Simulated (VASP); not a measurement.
# BP (F-43m) in VASP: notebook, part 2 of 2

VASP 6.6.1. The steps go on from the part before.

## Step 4: Single point, PBEsol

Contents of INCAR:

```
SYSTEM = BP
ALGO = Normal
EDIFF = 1E-6
ENCUT = 500
GGA = PS
GGA_COMPAT = .FALSE.
ISIF = 2
ISMEAR = 0
LASPH = .TRUE.
LCHARG = .TRUE.
LELF = .TRUE.
LREAL = .FALSE.
LVHAR = .TRUE.
LWAVE = .FALSE.
NBANDS = 11
NELM = 120
PREC = Accurate
SIGMA = 0.02
```

Contents of KPOINTS:

```
k-points
0
G
  10 10 10
  0 0 0
```

Contents of POSCAR:

```
BP
1.0
    0.0000000000      2.2599777129      2.2599777129
    2.2599777129      0.0000000000      2.2599777129
    2.2599777129      2.2599777129      0.0000000000
B P
1 1
Direct
    0.0000000000      0.0000000000      0.0000000000
    0.7500000000      0.7500000000      0.7500000000
```

Potentials or basis: VASP PAW PBE potentials, release 64 (B, P).

On the command line:

```sh
> cat potpaw_PBE.64/B/POTCAR potpaw_PBE.64/P/POTCAR > POTCAR
> mpirun -np 1 vasp_std > vasp.out
```

OUTCAR:

```text
SYSTEM = BP
   EDIFF = 1E-6
   ENCUT = 500
   GGA = PS
   ISIF = 2
   ISMEAR = 0
   LASPH = .TRUE.
   LREAL = .FALSE.
   NELM = 120
   PREC = Accurate

 ion  position               nearest neighbor table
   1  0.000  0.000  0.000-   2 1.96   2 1.96   2 1.96   2 1.96
   2  0.750  0.750  0.750-   1 1.96   1 1.96   1 1.96   1 1.96

  LATTYP: Found a face centered cubic cell.
 ALAT       =     4.5199554258

  Lattice vectors:

 A1 = (   0.0000000000,   2.2599777129,   2.2599777129)
 A2 = (   2.2599777129,   0.0000000000,   2.2599777129)
 A3 = (   2.2599777129,   2.2599777129,   0.0000000000)

Analysis of symmetry for initial positions (statically):
=====================================================================
 Subroutine PRICEL returns:
 Original cell was already a primitive cell.

 Routine SETGRP: Setting up the symmetry group for a
 face centered cubic supercell.

 Subroutine GETGRP returns: Found 24 space group operations
 (whereof 24 operations were pure point group operations)
 out of a pool of 48 trial point group operations.

The static configuration has the point symmetry T_d .

Analysis of symmetry for dynamics (positions and initial velocities):
=====================================================================
 Subroutine PRICEL returns:
 Original cell was already a primitive cell.

 Routine SETGRP: Setting up the symmetry group for a
 face centered cubic supercell.

 Subroutine GETGRP returns: Found 24 space group operations
 (whereof 24 operations were pure point group operations)
 out of a pool of 48 trial point group operations.

The dynamic configuration has the point symmetry T_d .

 Subroutine INISYM returns: Found 24 space group operations
 (whereof 24 operations are pure point group operations),
 and found     1 'primitive' translations

----------------------------------------------------------------------------------------

                                     Primitive cell

  volume of cell :      23.0857

[... 115 lines left out ...]
   AEXX    =    0.0000 exact exchange contribution
   IVDW    =     0    specifies the selected vdW correction
   LEPSILON=     F    determine dielectric tensor
   LRPA    =     F    only Hartree local field effects (RPA)
 non-spin polarized calculation
 Gauss-broadening in eV      SIGMA  =   0.02
  energy-cutoff  :      500.00
  volume of cell :       23.09
 maximum number of plane-waves:       600
   NGX = 11   NGY = 11   NGZ = 11

 number of electron       8.0000001 magnetization

 Free energy of the ion-electron system (eV)
  ---------------------------------------------------
  ext. energy  EPLUGINS =         0.00000000
  ---------------------------------------------------
  free energy    TOTEN  =       -13.67328558 eV

  energy without entropy =      -13.67328558  energy(sigma->0) =      -13.67328558

 E-fermi :   7.7403     XC(G=0): -11.0962

 val. band max:        7.5476491298   @ k =   0.0000   0.0000   0.0000
 cond. band min:       8.6628603518   @ k =   0.4000   0.4000   0.0000
 fundamental gap:      1.1152112219
 Fermi energy:         7.7402518267

 k-point     1 :       0.0000    0.0000    0.0000
  band No.  band energies     occupation
      1      -8.0578      2.00000
      2       7.5476      2.00000
      3       7.5476      2.00000
      4       7.5476      2.00000
      5      10.9221      0.00000
      6      10.9221      0.00000
      7      10.9221      0.00000
      8      15.0717      0.00000
      9      18.8723      0.00000
     10      19.7044      0.00000
     11      19.7044      0.00000
[... 309 lines left out ...]
 k-point    24 :       0.4000    0.3000    0.0000
  band No.  band energies     occupation
      1      -5.0754      2.00000
      2       1.3569      2.00000
      3       3.4134      2.00000
      4       3.9662      2.00000
      5       9.2502      0.00000
      6      11.0408      0.00000
      7      17.0796      0.00000
      8      17.0840      0.00000
      9      21.6198      0.00000
     10      22.8778      0.00000
     11      24.6376      0.00000

 [... further k-points ...]

------------------------ aborting loop because EDIFF is reached ----------------------------------------

  FORCE on cell =-STRESS in cart. coord.  units (eV):
  Direction    XX          YY          ZZ          XY          YZ          ZX
  --------------------------------------------------------------------------------------
  -------------------------------------------------------------------------------------
  Total        0.0190398      0.0190398      0.0190398     -0.0000000     -0.0000000      0.0000000
  in kB        1.3213876      1.3213876      1.3213876     -0.0000000     -0.0000000      0.0000000
  external PRESSURE =       1.3213876 kB  Pullay stress =       0.0000000 kB

 VOLUME and BASIS-vectors are now :
 -----------------------------------------------------------------------------
  energy-cutoff  :      500.00
  volume of cell :       23.09
      direct lattice vectors                 reciprocal lattice vectors
     0.000000000  2.259977713  2.259977713    -0.221241120  0.221241120  0.221241120
     2.259977713  0.000000000  2.259977713     0.221241120 -0.221241120  0.221241120
     2.259977713  2.259977713  0.000000000     0.221241120  0.221241120 -0.221241120

 POSITION                                       TOTAL-FORCE (eV/Angst)
 -----------------------------------------------------------------------------------
      0.00000      0.00000      0.00000        -0.000000     -0.000000     -0.000000
      3.38997      3.38997      3.38997         0.000000      0.000000      0.000000
 -----------------------------------------------------------------------------------
    total drift:                               -0.000000     -0.000000     -0.000000

  FREE ENERGIE OF THE ION-ELECTRON SYSTEM (eV)
  ---------------------------------------------------
  free  energy   TOTEN  =       -13.6732855819 eV

  energy  without entropy=      -13.6732855819  energy(sigma->0) =      -13.67328558
```

Run time: 15 s. Hardware: 1 thread of Intel Xeon 8259CL, shared host; peak memory 0.13 GiB.

What came out:

| Property | Result |
| --- | --- |
| Free energy | -13.6733 eV |
| Pressure | 0.1 GPa |
| Band gap on the k mesh | 1.12 eV, indirect (least direct gap 3.37 eV) |

Caveat: the PAW data sets were made with another functional, which shifts forces and pressure a little. A k mesh can miss the band edges.

## Step 5: Single point, PBEsol

Contents of INCAR:

```
SYSTEM = BP
PREC = Accurate ; ENCUT = 500
EDIFF = 1E-6 ; ISMEAR = 0
SIGMA = 0.05 ; LREAL = .False.
LASPH = .True. ; NELM = 120
ALGO = Normal ; ISIF = 2
LWAVE = .False. ; LCHARG = .False.
GGA = PS ; NBANDS = 11
GGA_COMPAT = .False.
```

Contents of KPOINTS:

```
regular mesh
0
Gamma
  10 10 10
  0 0 0
```

POSCAR is that of step 4.

On the command line:

```sh
> cat potpaw_PBE.64/B/POTCAR potpaw_PBE.64/P/POTCAR > POTCAR
> mpirun -np 1 vasp_std > vasp.out
```

It took 16 s on 1 thread of Intel Xeon 8259CL, shared host; peak memory 0.13 GiB.

It converged, with:

* Free energy: -13.6733 eV
* Pressure: 0.1 GPa
* Band gap on the k mesh: 1.12 eV, indirect (least direct gap 3.37 eV)

Levels at points of the mesh, in eV from the valence-band top:
| k point | band 1 | band 2 | band 3 | band 4 | band 5 | band 6 | band 7 | band 8 | band 9 |
| --- | --- | --- | --- | --- | --- | --- | --- | --- | --- |
| (0.00, 0.00, 0.00) | -15.61 | 0.00 | 0.00 | 0.00 | 3.37 | 3.37 | 3.37 | 7.52 | 11.32 |
| (0.50, 0.00, 0.00) | -12.21 | -9.18 | -1.78 | -1.78 | 3.80 | 4.66 | 4.66 | 9.97 | 14.67 |
| (0.50, 0.50, 0.00) | -10.67 | -8.66 | -4.19 | -4.19 | 1.20 | 1.51 | 12.21 | 12.21 | 15.27 |

Caveat: the PAW data sets were made with another functional, which shifts forces and pressure a little.

## Step 6: The runs side by side

| cell | k mesh | cutoff (eV) | smearing | gap on the mesh (eV) | pressure (GPa) |
| --- | --- | --- | --- | --- | --- |
| a = 3.196 Å, angles 60.0°, 2 atoms | 12 × 12 × 12 | 520 | gaussian 0.05 eV | 1.11 | 0.1 |
| a = 3.209 Å, angles 60.0°, 2 atoms | 6 × 6 × 6 | 500 | gaussian 0.1 eV | 1.22 | -1.7 |
| a = 3.196 Å, angles 60.0°, 2 atoms | 10 × 10 × 10 | 500 | gaussian 0.02 eV | 1.12 | 0.1 |
| a = 3.196 Å, angles 60.0°, 2 atoms | 10 × 10 × 10 | 500 | gaussian 0.05 eV | 1.12 | 0.1 |

Alike in all rows: task single point; level PBEsol; potentials or basis VASP PAW PBE potentials, release 64 (B, P); no spin polarisation.

On the cell as given the gap runs from 1.11 eV (PBEsol) to 1.12 eV (PBEsol); the meshes differ, which moves gaps too.

Caveats: the PAW data sets were made with another functional, which shifts forces and pressure a little.

Absolute energies hang on the potentials; compare differences alone.
